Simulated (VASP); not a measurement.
Wanted: the native input for a VASP 6.6.1 run.

* Task: single point
* Functional: LDA
* Potentials or basis: VASP PAW LDA potentials, release 64 (Br)
* Cutoff: 520 eV
* k mesh: 4 × 4 × 2
* Occupations: fermi-dirac, width 0.05 eV
* Spin: no spin polarisation
* Dipole correction: no
* Further INCAR settings: ALGO = Normal; EDIFF = 1e-07; NBANDS = 22

The structure of Br lies in POSCAR:

```
Br
1.0
    3.3632500000     -2.3225500000      0.0000000000
    3.3632500000      2.3225500000      0.0000000000
    0.0000000000      0.0000000000      8.7023000000
Br
4
Direct
    0.3651000000      0.6349000000      0.3901000000
    0.1349000000      0.8651000000      0.8901000000
    0.6349000000      0.3651000000      0.6099000000
    0.8651000000      0.1349000000      0.1099000000
```

These files were run (other wordings do the same):

INCAR

```
SYSTEM = Br
PREC = Accurate
ENCUT = 520
EDIFF = 1E-7
ISMEAR = -1
SIGMA = 0.05
LREAL = .False.
LASPH = .True.
NELM = 80
ALGO = Normal
ISIF = 2
LWAVE = .False.
LCHARG = .False.
NBANDS = 22
```

KPOINTS

```
regular mesh
0
Gamma
  4 4 2
  0 0 0
```

Potentials or basis: VASP PAW LDA potentials, release 64 (Br).

Command:

```sh
$ cat potpaw_LDA.64/Br/POTCAR > POTCAR
$ mpirun -np 1 vasp_std > vasp.out
```

Results of the run:

```yaml
Pressure: -1.2 GPa
Largest_force: 0.721 eV/Å
Band_gap_on_the_k_mesh: 1.74 eV (least direct gap 1.77 eV)
```

Wall time 37 s on 1 thread of Intel Xeon 8259CL (shared host), peak memory 0.2 GiB.
